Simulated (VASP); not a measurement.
# Fe (Im-3m) in VASP: further runs, part 3 of 3

VASP 6.6.1. Earlier steps stand in the parts before.

**5. Relaxation of cell and atoms, PBE+D4, collinear spin, ferromagnetic start**

INCAR

```
ALGO = Fast ; EDIFF = 1E-6
EDIFFG = -0.01 ; ENCUT = 600
GGA = PE ; IBRION = 2
ISIF = 3 ; ISMEAR = -1
ISPIN = 2 ; IVDW = 13
LASPH = True ; LCHARG = False
LMAXMIX = 4 ; LORBIT = 11
LREAL = False ; LWAVE = False
MAGMOM = 3 ; NELM = 150
NSW = 60 ; PREC = Accurate
SIGMA = 0.05
```

KPOINTS

```
k-points
0
Gamma
  13 13 13
```

POSCAR

```
Fe
1.0
   -1.4430000000      1.4430000000      1.4430000000
    1.4430000000     -1.4430000000      1.4430000000
    1.4430000000      1.4430000000     -1.4430000000
Fe
1
Direct
    0.0000000000      0.0000000000      0.0000000000
```

Potentials or basis: VASP PAW PBE potentials, release 64 (Fe).

Command:

```console
cat potpaw_PBE.64/Fe/POTCAR > POTCAR
mpirun -np 1 vasp_std > vasp.out
```

OUTCAR:

```text
EDIFF = 1E-6
   EDIFFG = -0.01
   ENCUT = 600
   GGA = PE
   IBRION = 2
   ISIF = 3
   ISMEAR = -1
   ISPIN = 2
   IVDW = 13
   LASPH = True
   LORBIT = 11
   LREAL = False
   NELM = 150
   NSW = 60
   PREC = Accurate

 ion  position               nearest neighbor table
   1  0.000  0.000  0.000-

  LATTYP: Found a body centered cubic cell.
 ALAT       =     2.8860000000

  Lattice vectors:

 A1 = (  -1.4430000000,   1.4430000000,   1.4430000000)
 A2 = (   1.4430000000,  -1.4430000000,   1.4430000000)
 A3 = (   1.4430000000,   1.4430000000,  -1.4430000000)

Analysis of symmetry for initial positions (statically):
=====================================================================
 Subroutine PRICEL returns:
 Original cell was already a primitive cell.

 Routine SETGRP: Setting up the symmetry group for a
 body centered cubic supercell.

 Subroutine GETGRP returns: Found 48 space group operations
 (whereof 48 operations were pure point group operations)
 out of a pool of 48 trial point group operations.

The static configuration has the point symmetry O_h .

Analysis of symmetry for dynamics (positions and initial velocities):
=====================================================================
 Subroutine PRICEL returns:
 Original cell was already a primitive cell.

 Routine SETGRP: Setting up the symmetry group for a
 body centered cubic supercell.

 Subroutine GETGRP returns: Found 48 space group operations
 (whereof 48 operations were pure point group operations)
 out of a pool of 48 trial point group operations.

The dynamic configuration has the point symmetry O_h .

Analysis of structural, dynamic, and magnetic symmetry:
=====================================================================
 Subroutine PRICEL returns:
 Original cell was already a primitive cell.

 Routine SETGRP: Setting up the symmetry group for a
 body centered cubic supercell.

 Subroutine GETGRP returns: Found 48 space group operations
 (whereof 48 operations were pure point group operations)
 out of a pool of 48 trial point group operations.

The overall configuration has the point symmetry O_h .

 Subroutine INISYM returns: Found 48 space group operations
 (whereof 48 operations are pure point group operations),
 and found     1 'primitive' translations
[... 121 lines left out ...]
   IVDW    =    13    specifies the selected vdW correction
   LEPSILON=     F    determine dielectric tensor
   LRPA    =     F    only Hartree local field effects (RPA)
 conjugate gradient relaxation of ions
 spin polarized calculation
 RMM-DIIS sequential band-by-band and
  energy-cutoff  :      600.00
  volume of cell :       12.02
 maximum number of plane-waves:       415
   NGX =  9   NGY =  9   NGZ =  9

--------------------------------------- Ionic step        1  -------------------------------------------

 number of electron       7.9999995 magnetization       2.2847834

 Free energy of the ion-electron system (eV)
  ---------------------------------------------------
  ext. energy  EPLUGINS =         0.00000000
  ---------------------------------------------------
  free energy    TOTEN  =        -8.22100341 eV

  energy without entropy =       -8.21075277  energy(sigma->0) =       -8.21587809

------------------------ aborting loop because EDIFF is reached ----------------------------------------

  DFT-D4 for vdW energy calculation

  Edisp (eV):   -0.33442
[... 69 lines left out ...]
--------------------------------------- Ionic step        3  -------------------------------------------

 number of electron       8.0000004 magnetization       2.0971305

 Free energy of the ion-electron system (eV)
  ---------------------------------------------------
  ext. energy  EPLUGINS =         0.00000000
  ---------------------------------------------------
  free energy    TOTEN  =        -8.24061032 eV

  energy without entropy =       -8.23211797  energy(sigma->0) =       -8.23636414

 E-fermi :   6.1604     XC(G=0): -13.2849

 val. band max:        6.1586791560   @ k =  -0.3846   0.4615   0.2308
 cond. band min:       6.1685861417   @ k =   0.1538   0.0000   0.0000
 fundamental gap:      0.0099069857
 Fermi energy:         6.1603616033

 spin component 1

 k-point     1 :       0.0000    0.0000    0.0000
  band No.  band energies     occupation
      1      -2.4731      1.00000
      2       3.7974      1.00000
      3       3.7974      1.00000
      4       3.7974      1.00000
      5       5.0448      1.00000
      6       5.0448      1.00000
      7      31.4394      0.00000
      8      31.4394      0.00000
      9      31.4394      0.00000
     10      36.7118      0.00000
[... 287 lines left out ...]
 k-point    24 :       0.2308    0.0769    0.0769
  band No.  band energies     occupation
      1       0.9859      1.00000
      2       2.9266      1.00000
      3       3.3446      1.00000
      4       5.0072      1.00000
      5       5.1601      1.00000
      6       6.3446      0.02447
      7      19.8693      0.00000
      8      23.9112      0.00000
      9      26.0327      0.00000
     10      33.3100      0.00000

 [... further k-points ...]

 spin component 2

 k-point     1 :       0.0000    0.0000    0.0000
  band No.  band energies     occupation
      1      -2.3099      1.00000
      2       5.5952      0.99999
      3       5.5954      0.99999
      4       5.5954      0.99999
      5       7.7435      0.00000
      6       7.7436      0.00000
      7      31.1987      0.00000
      8      31.1987      0.00000
      9      31.1987      0.00000
     10      36.9278      0.00000
[... 331 lines left out ...]
  FREE ENERGIE OF THE ION-ELECTRON SYSTEM (eV)
  ---------------------------------------------------
  free  energy   TOTEN  =        -8.6035547198 eV

  energy  without entropy=       -8.5950623763  energy(sigma->0) =       -8.59930855

 reached required accuracy - stopping structural energy minimisation

 total charge

# of ion       s       p       d       tot
------------------------------------------
    1        0.500   0.567   6.264   7.331

 magnetization (x)

# of ion       s       p       d       tot
------------------------------------------
    1       -0.013  -0.057   2.160   2.090
```

CONTCAR:

```text
Fe
   1.00000000000000
    -1.4024489109350253    1.4024489109350253    1.4024489109350253
     1.4024489109350253   -1.4024489109350253    1.4024489109350253
     1.4024489109350253    1.4024489109350253   -1.4024489109350253
  Fe
     1
Direct
     0.0000000000000000    0.0000000000000000    0.0000000000000000

  0.00000000E+00  0.00000000E+00  0.00000000E+00
```

Run time: 39 s. Hardware: 1 thread of Intel Xeon Platinum 8375C at 2.90GHz (Ice Lake), shared host; peak memory 0.15 GiB.

Results:

- Free energy: -8.6036 eV
- Relaxed volume: 11.03 Å³/atom
- Relaxed cell: a = 2.429 Å, b = 2.429 Å, c = 2.429 Å, α = 109.47°, β = 109.47°, γ = 109.47°
- Space group after relaxing (to 0.05 Å): Im-3m (No. 229)
- Energy gained by relaxing: 48.1 meV/atom
- Ionic steps: 3
- Pressure after relaxing: -0.1 GPa
- Net moment: 2.10 μB per cell
- Site moments: Fe +2.09 μB
- Valence electrons inside the program's atomic spheres: Fe 7.33
- Dispersion energy per atom: -0.363 eV

The path:
```
step  energy change (eV)  largest force (eV/Å)  pressure (GPa)  volume (Å³)
   1              0.0000                0.0000          -13.82        12.02
   2             -0.0120                0.0000           17.07        10.30
   3             -0.0481                0.0000           -0.09        11.03
```

Final structure:
```
Fe
1.0
    -1.40245    1.40245    1.40245
     1.40245   -1.40245    1.40245
     1.40245    1.40245   -1.40245
Fe
1
Direct
  0.00000 0.00000 0.00000
```

Caveat: pairwise dispersion overbinds metals, which lowers pressure and volume.

**6. Single point, LDA, collinear spin, ferromagnetic start**

This run uses another cell than the first one, of 12.50 Å³/atom, 1.040 times its volume.

INCAR

```
PREC = Accurate
ENCUT = 600
EDIFF = 1E-6
ISMEAR = -1
SIGMA = 0.05
LREAL = F
LASPH = T
NELM = 200
ALGO = Normal
ISIF = 2
LWAVE = F
LCHARG = F
ISPIN = 2
MAGMOM = 3
LORBIT = 11
LMAXMIX = 4
NBANDS = 18
GGA_COMPAT = F
```

KPOINTS

```
Automatic mesh
0
Gamma
  13 13 13
```

POSCAR

```
Fe
1.0
   -1.4619890197      1.4619890197      1.4619890197
    1.4619890197     -1.4619890197      1.4619890197
    1.4619890197      1.4619890197     -1.4619890197
Fe
1
Direct
    0.0000000000      0.0000000000      0.0000000000
```

Potentials or basis: VASP PAW LDA potentials, release 64 (Fe_sv).

Command:

```console
cat potpaw_LDA.64/Fe_sv/POTCAR > POTCAR
mpirun -np 1 vasp_std > vasp.out
```

OUTCAR:

```text
PREC = Accurate
   ENCUT = 600
   EDIFF = 1E-6
   ISMEAR = -1
   LREAL = F
   LASPH = T
   NELM = 200
   ISIF = 2
   ISPIN = 2
   LORBIT = 11

 ion  position               nearest neighbor table
   1  0.000  0.000  0.000-

  LATTYP: Found a body centered cubic cell.
 ALAT       =     2.9239780394

  Lattice vectors:

 A1 = (  -1.4619890197,   1.4619890197,   1.4619890197)
 A2 = (   1.4619890197,  -1.4619890197,   1.4619890197)
 A3 = (   1.4619890197,   1.4619890197,  -1.4619890197)

Analysis of symmetry for initial positions (statically):
=====================================================================
 Subroutine PRICEL returns:
 Original cell was already a primitive cell.

 Routine SETGRP: Setting up the symmetry group for a
 body centered cubic supercell.

 Subroutine GETGRP returns: Found 48 space group operations
 (whereof 48 operations were pure point group operations)
 out of a pool of 48 trial point group operations.

The static configuration has the point symmetry O_h .

Analysis of symmetry for dynamics (positions and initial velocities):
=====================================================================
 Subroutine PRICEL returns:
[... 180 lines left out ...]
      2     -43.0822      1.00000
      3     -43.0822      1.00000
      4     -43.0822      1.00000
      5       2.2160      1.00000
      6       8.1262      1.00000
[... 493 lines left out ...]
     17      42.7552      0.00000
     18      45.8988      0.00000

 [... further k-points ...]

 spin component 2

 k-point     1 :       0.0000    0.0000    0.0000
  band No.  band energies     occupation
      1     -74.2325      1.00000
      2     -40.6706      1.00000
      3     -40.6706      1.00000
      4     -40.6706      1.00000
      5       2.5598      1.00000
      6       9.9888      0.98874
[... 493 lines left out ...]
     17      43.2257      0.00000
     18      46.4787      0.00000

 [... further k-points ...]
[... 5 lines left out ...]
  --------------------------------------------------------------------------------------
  -------------------------------------------------------------------------------------
  Total       -2.5924579     -2.5924579     -2.5924579      0.0000000      0.0000000     -0.0000000
  in kB     -332.2997148   -332.2997148   -332.2997148      0.0000000      0.0000000     -0.0000000
  external PRESSURE =    -332.2997148 kB  Pullay stress =       0.0000000 kB

 VOLUME and BASIS-vectors are now :
 -----------------------------------------------------------------------------
  energy-cutoff  :      600.00
  volume of cell :       12.50
      direct lattice vectors                 reciprocal lattice vectors
    -1.461989020  1.461989020  1.461989020     0.000000000  0.341999833  0.341999833
     1.461989020 -1.461989020  1.461989020     0.341999833  0.000000000  0.341999833
     1.461989020  1.461989020 -1.461989020     0.341999833  0.341999833  0.000000000

 POSITION                                       TOTAL-FORCE (eV/Angst)
 -----------------------------------------------------------------------------------
      0.00000      0.00000      0.00000         0.000000      0.000000     -0.000000
 -----------------------------------------------------------------------------------
    total drift:                                0.000000     -0.000000      0.000000

  FREE ENERGIE OF THE ION-ELECTRON SYSTEM (eV)
  ---------------------------------------------------
  free  energy   TOTEN  =        -9.0623990684 eV

  energy  without entropy=       -9.0510841708  energy(sigma->0) =       -9.05674162

 total charge

# of ion       s       p       d       tot
------------------------------------------
    1        2.174   6.017   5.513  13.703

 magnetization (x)

# of ion       s       p       d       tot
------------------------------------------
    1       -0.002  -0.005   2.220   2.213
```

OSZICAR:

```text
N       E                     dE             d eps       ncg     rms          rms(c)
DAV:   1     0.211135531686E+03    0.21114E+03   -0.94018E+03  6316   0.139E+03
DAV:   2    -0.134008480106E+01   -0.21248E+03   -0.19670E+03  6100   0.425E+02
DAV:   3    -0.101353684255E+02   -0.87953E+01   -0.86933E+01  7414   0.105E+02
DAV:   4    -0.102624418032E+02   -0.12707E+00   -0.12705E+00  7014   0.129E+01
DAV:   5    -0.102655893451E+02   -0.31475E-02   -0.31475E-02  7198   0.211E+00    0.123E+01
DAV:   6    -0.933842873056E+01    0.92716E+00   -0.32848E+00  6626   0.522E+01    0.129E+01
DAV:   7    -0.907907625081E+01    0.25935E+00   -0.67773E-01  6636   0.216E+01    0.468E+00
DAV:   8    -0.906948558025E+01    0.95907E-02   -0.11556E-02  6720   0.136E+00    0.113E+00
DAV:   9    -0.906272615076E+01    0.67594E-02   -0.32055E-03  8940   0.101E+00    0.296E-01
DAV:  10    -0.906238483607E+01    0.34131E-03   -0.99632E-04  6704   0.747E-01    0.502E-02
DAV:  11    -0.906239578810E+01   -0.10952E-04   -0.10361E-05  8320   0.575E-02    0.330E-02
DAV:  12    -0.906239887840E+01   -0.30903E-05   -0.16642E-06  5292   0.250E-02    0.123E-02
DAV:  13    -0.906239906838E+01   -0.18998E-06   -0.24318E-07  3408   0.108E-02
   1 F= -.90623991E+01 E0= -.90567416E+01  d E =-.113149E-01  mag=     2.2463
```

Wall time 14 s (1 thread of Intel Xeon 6975P-C (Granite Rapids), shared host); peak memory 0.14 GiB.

What came out:

- Free energy: -9.0624 eV
- Pressure: -33.2 GPa
- Net moment: 2.25 μB per cell
- Site moments: Fe +2.21 μB
- Valence electrons inside the program's atomic spheres: Fe 13.70

**7. The runs side by side**

| task | level | potentials or basis | fixed moment (μB) | cell | k mesh | cutoff (eV) | grid for exact exchange (PRECFOCK) | share of exact exchange | screening parameter | second run | gap on the mesh (eV) | pressure (GPa) | moment (μB) |
| --- | --- | --- | --- | --- | --- | --- | --- | --- | --- | --- | --- | --- | --- |
| single point | PBEsol-based screened hybrid | VASP PAW PBE potentials, release 64 (Fe) | - | a = 2.499 Å, angles 109.5°, 1 atom | 7 × 7 × 7 | 520 | Normal | 0.25 | 0.207 1/Å | - | none | -0.7 | 2.89 |
| single point | PBEsol | VASP PAW PBE potentials, release 64 (Fe_sv) | 3.8 | a = 2.499 Å, angles 109.5°, 1 atom | 11 × 11 × 11 | 600 | - | - | - | valence_matched | - | 28.2 | 3.80 |
| single point | PBE+D4 | VASP PAW PBE potentials, release 64 (Fe) | - | a = 2.430 Å, angles 109.5°, 1 atom | 13 × 13 × 13 | 520 | - | - | - | - | none | -0.2 | 2.10 |
| relaxation of cell and atoms | PBE+D4 | VASP PAW PBE potentials, release 64 (Fe) | - | relaxed from a = 2.499 Å, angles 109.5°, 1 atom | 13 × 13 × 13 | 600 | - | - | - | - | none | -0.1 | 2.10 |
| single point | LDA | VASP PAW LDA potentials, release 64 (Fe_sv) | - | a = 2.532 Å, angles 109.5°, 1 atom | 13 × 13 × 13 | 600 | - | - | - | valence_matched | none | -33.2 | 2.25 |

Alike in all rows: spin collinear, ferromagnetic start; smearing fermi-dirac 0.05 eV.

Caveats: some runs use coarse meshes; the PAW data sets were made with another functional, which shifts forces and pressure a little (some runs); pairwise dispersion overbinds metals, which lowers pressure and volume (some runs); the total moment is fixed, so each spin has its own Fermi level (some runs).

Total energies depend on the potentials used, so only differences within one code and one set of settings carry meaning.
